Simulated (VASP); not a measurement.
# SnSe (P4/nmm) in VASP: a series of runs, part 2 of 2

VASP 6.6.1.

### 5 Single point, PBE

Input file INCAR:

```
SYSTEM = SnSe
ALGO = Normal
EDIFF = 1E-6
ENCUT = 500
GGA = PE
GGA_COMPAT = .False.
ISIF = 2
ISMEAR = 0
LASPH = .True.
LCHARG = .False.
LREAL = .False.
LWAVE = .False.
NBANDS = 28
NELM = 120
PREC = Accurate
SIGMA = 0.01
```

Input file KPOINTS:

```
k-points
0
Gamma
  4 4 4
  0 0 0
```

Input file POSCAR:

```
SnSe
1.0
    4.2193393516      0.0000000000      0.0000000000
    0.0000000000      4.2193393516      0.0000000000
    0.0000000000      0.0000000000      5.9930255593
Sn Se
2 2
Direct
    0.5000000000      0.0000000000      0.2500915766
    0.0000000000      0.5000000000      0.7499084234
    0.5000000000      0.0000000000      0.7498972969
    0.0000000000      0.5000000000      0.2501027031
```

Potentials or basis: VASP PAW PBE potentials, release 64 (Sn_d, Se).

The run is started by

```console
cat potpaw_PBE.64/Sn_d/POTCAR potpaw_PBE.64/Se/POTCAR > POTCAR
mpirun -np 1 vasp_std > vasp.out
```

OUTCAR:

```text
SYSTEM = SnSe
   EDIFF = 1E-6
   ENCUT = 500
   GGA = PE
   ISIF = 2
   ISMEAR = 0
   LASPH = .True.
   LREAL = .False.
   NELM = 120
   PREC = Accurate

 ion  position               nearest neighbor table
   1  0.500  0.000  0.250-   4 2.98   4 2.98   4 2.98   4 2.98   3 3.00   3 3.00
   2  0.000  0.500  0.750-   3 2.98   3 2.98   3 2.98   3 2.98   4 3.00   4 3.00
   3  0.500  0.000  0.750-   2 2.98   2 2.98   2 2.98   2 2.98   1 3.00   1 3.00
   4  0.000  0.500  0.250-   1 2.98   1 2.98   1 2.98   1 2.98   2 3.00   2 3.00

  LATTYP: Found a simple tetragonal cell.
 ALAT       =     4.2193393516
 C/A-ratio  =     1.4203705983

  Lattice vectors:

 A1 = (   4.2193393516,   0.0000000000,   0.0000000000)
 A2 = (   0.0000000000,   4.2193393516,   0.0000000000)
 A3 = (   0.0000000000,   0.0000000000,   5.9930255593)

Analysis of symmetry for initial positions (statically):
=====================================================================
 Subroutine PRICEL returns:
 Original cell was already a primitive cell.

 Routine SETGRP: Setting up the symmetry group for a
 simple tetragonal supercell.

[... 164 lines left out ...]
  energy without entropy =      -16.42968787  energy(sigma->0) =      -16.42968787

 E-fermi :   5.8785     XC(G=0):  -9.7119

 val. band max:        5.8048015922   @ k =   0.5000   0.0000   0.5000
 cond. band min:       6.4798010505   @ k =   0.5000   0.0000   0.5000
 fundamental gap:      0.6749994583
 Fermi energy:         5.8785019137

 k-point     1 :       0.0000    0.0000    0.0000
  band No.  band energies     occupation
      1     -15.8108      2.00000
      2     -15.7814      2.00000
      3     -15.7793      2.00000
      4     -15.7787      2.00000
      5     -15.7787      2.00000
      6     -15.7744      2.00000
[... 547 lines left out ...]
     27      13.1239      0.00000
     28      13.1248      0.00000

------------------------ aborting loop because EDIFF is reached ----------------------------------------

  FORCE on cell =-STRESS in cart. coord.  units (eV):
  Direction    XX          YY          ZZ          XY          YZ          ZX
  --------------------------------------------------------------------------------------
  -------------------------------------------------------------------------------------
  Total        1.1829434      1.1829434      0.7469507      0.0000000     -0.0000000      0.0000000
  in kB       17.7639483     17.7639483     11.2167617      0.0000000     -0.0000000      0.0000000
  external PRESSURE =      15.5815528 kB  Pullay stress =       0.0000000 kB

 VOLUME and BASIS-vectors are now :
 -----------------------------------------------------------------------------
  energy-cutoff  :      500.00
  volume of cell :      106.69
      direct lattice vectors                 reciprocal lattice vectors
     4.219339352  0.000000000  0.000000000     0.237003928  0.000000000  0.000000000
     0.000000000  4.219339352  0.000000000     0.000000000  0.237003928  0.000000000
     0.000000000  0.000000000  5.993025559     0.000000000  0.000000000  0.166860627

 POSITION                                       TOTAL-FORCE (eV/Angst)
 -----------------------------------------------------------------------------------
      2.10967      0.00000      1.49881        -0.000000      0.000000     -0.000325
      0.00000      2.10967      4.49422         0.000000     -0.000000      0.000325
      2.10967      0.00000      4.49415         0.000000     -0.000000      0.000362
      0.00000      2.10967      1.49887         0.000000     -0.000000     -0.000362
 -----------------------------------------------------------------------------------
    total drift:                                0.000000      0.000000      0.000000

  FREE ENERGIE OF THE ION-ELECTRON SYSTEM (eV)
  ---------------------------------------------------
  free  energy   TOTEN  =       -16.4296878717 eV

  energy  without entropy=      -16.4296878717  energy(sigma->0) =      -16.42968787
```

OSZICAR:

```text
N       E                     dE             d eps       ncg     rms          rms(c)
DAV:   1     0.359289801494E+03    0.35929E+03   -0.19050E+04  1024   0.181E+03
DAV:   2     0.329934969303E+02   -0.32630E+03   -0.31698E+03  1016   0.459E+02
DAV:   3    -0.145531190599E+02   -0.47547E+02   -0.46694E+02  1228   0.153E+02
DAV:   4    -0.167004561163E+02   -0.21473E+01   -0.21381E+01  1168   0.337E+01
DAV:   5    -0.167507206540E+02   -0.50265E-01   -0.50258E-01  1272   0.575E+00    0.453E+00
DAV:   6    -0.164283649199E+02    0.32236E+00   -0.70397E-01  1336   0.450E+00    0.277E+00
DAV:   7    -0.164274277291E+02    0.93719E-03   -0.17632E-01  1240   0.164E+00    0.121E+00
DAV:   8    -0.164296625506E+02   -0.22348E-02   -0.17945E-02  1140   0.958E-01    0.140E-01
DAV:   9    -0.164295503221E+02    0.11223E-03   -0.20978E-03  1240   0.340E-01    0.612E-02
DAV:  10    -0.164296741694E+02   -0.12385E-03   -0.31666E-04  1092   0.856E-02    0.247E-02
DAV:  11    -0.164296869433E+02   -0.12774E-04   -0.53077E-05  1220   0.462E-02    0.610E-03
DAV:  12    -0.164296878717E+02   -0.92837E-06   -0.51942E-06  1012   0.174E-02
   1 F= -.16429688E+02 E0= -.16429688E+02  d E =-.906921E-27
```

stdout:

```text
POSCAR found type information on POSCAR SnSe
 POSCAR found :  2 types and       4 ions
 scaLAPACK will be used
 LDA part: xc-table for (Slater+PW92), standard interpolation
 POSCAR, INCAR and KPOINTS ok, starting setup
 FFT: planning ... GRIDC
 FFT: planning ... GRID_SOFT
 FFT: planning ... GRID
 WAVECAR not read
 entering main loop
```

Wall time 30 s (1 thread of Intel Xeon Platinum 8375C at 2.90GHz (Ice Lake), shared host); peak memory 0.22 GiB.

Results:

* Free energy: -16.4297 eV
* Pressure: 1.6 GPa
* Band gap on the k mesh: 0.68 eV

Stress tensor (GPa, compression positive):
```
1.78 0.00 0.00
0.00 1.78 0.00
0.00 0.00 1.12
```

Levels at points of the mesh, in eV from the valence-band top:
| k point | band 17 | band 18 | band 19 | band 20 | band 21 | band 22 | band 23 | band 24 |
| --- | --- | --- | --- | --- | --- | --- | --- | --- |
| (0.00, 0.00, 0.00) | -3.72 | -2.26 | -2.26 | -2.22 | 2.98 | 4.35 | 4.46 | 4.46 |
| (0.50, 0.00, 0.00) | -2.13 | -2.13 | -0.55 | -0.55 | 1.25 | 1.25 | 1.77 | 1.77 |
| (0.50, 0.50, 0.00) | -3.76 | -3.76 | -3.71 | -3.71 | 2.97 | 2.97 | 5.43 | 5.43 |
| (0.00, 0.00, 0.50) | -3.07 | -3.07 | -1.73 | -1.72 | 2.18 | 2.19 | 3.89 | 3.90 |
| (0.50, 0.00, 0.50) | -1.99 | -1.99 | 0.00 | 0.00 | 0.67 | 0.67 | 1.25 | 1.25 |
| (0.50, 0.50, 0.50) | -4.84 | -4.84 | -0.82 | -0.82 | 1.52 | 1.52 | 4.83 | 4.83 |

Caveat: semilocal functionals underestimate gaps, and a narrow one can read as zero; spin-orbit coupling is left out, which moves the levels of the heavy elements. A k mesh can miss the band edges.

### 6 Single point, LDA

Input file INCAR:

```
SYSTEM = SnSe
PREC = Accurate
ENCUT = 500
EDIFF = 1E-6
ISMEAR = 0
SIGMA = 0.01
LREAL = .FALSE.
LASPH = .TRUE.
NELM = 120
ALGO = Normal
ISIF = 2
LWAVE = .FALSE.
LCHARG = .FALSE.
NBANDS = 28
GGA_COMPAT = .FALSE.
```

Input file KPOINTS:

```
regular mesh
0
G
  4 4 4
  0 0 0
```

POSCAR is that of step 5.

Potentials or basis: VASP PAW LDA potentials, release 64 (Sn_d, Se).

The run is started by

```console
cat potpaw_LDA.64/Sn_d/POTCAR potpaw_LDA.64/Se/POTCAR > POTCAR
mpirun -np 1 vasp_std > vasp.out
```

It took 27 s on 1 thread of Intel Xeon Platinum 8375C at 2.90GHz (Ice Lake), shared host; peak memory 0.2 GiB.

The run converged. Its results:

| Property | Result |
| --- | --- |
| Free energy | -19.0097 eV |
| Pressure | -2.8 GPa |
| Band gap on the k mesh | 0.71 eV |

Stress tensor (GPa, compression positive):
```
-2.59  0.00  0.00
 0.00 -2.59  0.00
 0.00  0.00 -3.18
```

Levels at points of the mesh, in eV from the valence-band top:
| k point | band 16 | band 17 | band 18 | band 19 | band 20 | band 21 | band 22 | band 23 | band 24 | band 25 |
| --- | --- | --- | --- | --- | --- | --- | --- | --- | --- | --- |
| (0.00, 0.00, 0.00) | -3.62 | -3.62 | -2.15 | -2.15 | -2.10 | 3.04 | 4.34 | 4.45 | 4.45 | 5.50 |
| (0.50, 0.00, 0.00) | -3.96 | -2.01 | -2.01 | -0.51 | -0.51 | 1.27 | 1.27 | 1.80 | 1.80 | 4.30 |
| (0.50, 0.50, 0.00) | -5.52 | -3.66 | -3.66 | -3.61 | -3.61 | 3.02 | 3.02 | 5.42 | 5.42 | 5.53 |
| (0.00, 0.00, 0.50) | -2.96 | -2.96 | -2.96 | -1.67 | -1.66 | 2.20 | 2.21 | 3.96 | 3.96 | 4.60 |
| (0.50, 0.00, 0.50) | -1.87 | -1.87 | -1.87 | 0.00 | 0.00 | 0.71 | 0.71 | 1.28 | 1.28 | 1.30 |
| (0.50, 0.50, 0.50) | -4.75 | -4.74 | -4.74 | -0.72 | -0.72 | 1.53 | 1.53 | 4.87 | 4.87 | 4.87 |

Caveat: semilocal functionals underestimate gaps, and a narrow one can read as zero; spin-orbit coupling is left out, which moves the levels of the heavy elements. A k mesh can miss the band edges.

### 7 The runs side by side

```csv
level,potentials or basis,smearing,gap on the mesh (eV),pressure (GPa)
PBE,"VASP PAW PBE potentials, release 64 (Sn_d, Se)",methfessel-paxton 0.2 eV,0.68,1.6
PBE,"VASP PAW PBE potentials, release 64 (Sn_d, Se)",methfessel-paxton 0.0891 eV,0.68,1.6
PBE,"VASP PAW PBE potentials, release 64 (Sn_d, Se)",methfessel-paxton 0.5 eV,0.68,1.6
PBE,"VASP PAW PBE potentials, release 64 (Sn_d, Se)",gaussian 0.01 eV,0.68,1.6
LDA,"VASP PAW LDA potentials, release 64 (Sn_d, Se)",gaussian 0.01 eV,0.71,-2.8
```

Alike in all rows: task single point; no spin polarisation; cell as given; k mesh 4 × 4 × 4; cutoff (eV) 500.

Caveats: semilocal functionals underestimate gaps, and a narrow one can read as zero; spin-orbit coupling is left out, which moves the levels of the heavy elements; so wide a smearing shifts energies and pressures (at least some runs).

Absolute energies hang on the potentials; compare differences alone.
